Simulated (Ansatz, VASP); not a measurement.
One calculation of LuB2O3, two programs

```
Lu B O
1.0
     4.71722    0.00000    0.00000
    -2.35861    4.08523    0.00000
     0.00000    0.00000    3.48405
Lu B O
1 2 3
Direct
  0.00000 0.00000 0.19263
  0.66667 0.33333 0.49615
  0.33333 0.66667 0.49615
  0.00000 0.50000 0.99502
  0.50000 0.00000 0.99502
  0.50000 0.50000 0.99502
```

Change from the starting cell: species swapped into the NaSn2Pd3 type (P6mm, No. 183).

Alike in both runs: task single point; functional PBE; k mesh 6 × 6 × 6; occupations gaussian, width 0.1 eV; no spin polarisation.

|  | VASP | Ansatz |
| --- | --- | --- |
| version | VASP 6.6.1 | Ansatz 0.2.0 |
| potentials or method | VASP PAW PBE potentials, release 64 (Lu, B, O), cutoff 520 eV | scalar-relativistic, plane waves, PAW |
| valence electrons in the cell | 49 | 49 |

VASP gave:

| Quantity | Value |
| --- | --- |
| gap on the k mesh at the Fermi level (eV) | none |
| pressure (GPa) | -10.7 |
| traceless stress, the component that is largest in VASP (GPa) | -22.87 |
| rms of the force components (eV/Å) | 0.604 |

Question: What did Ansatz give for the same quantities?

Answer: gap on the k mesh at the Fermi level (eV): none; pressure (GPa): -10.9; traceless stress, the component that is largest in VASP (GPa): -22.71; rms of the force components (eV/Å): 0.612.

Atom by atom the forces differ by 0.010 eV/Å (rms over components). A gap of «none» marks a metal or a gap that the smearing closes.

Spin-orbit coupling is off throughout.
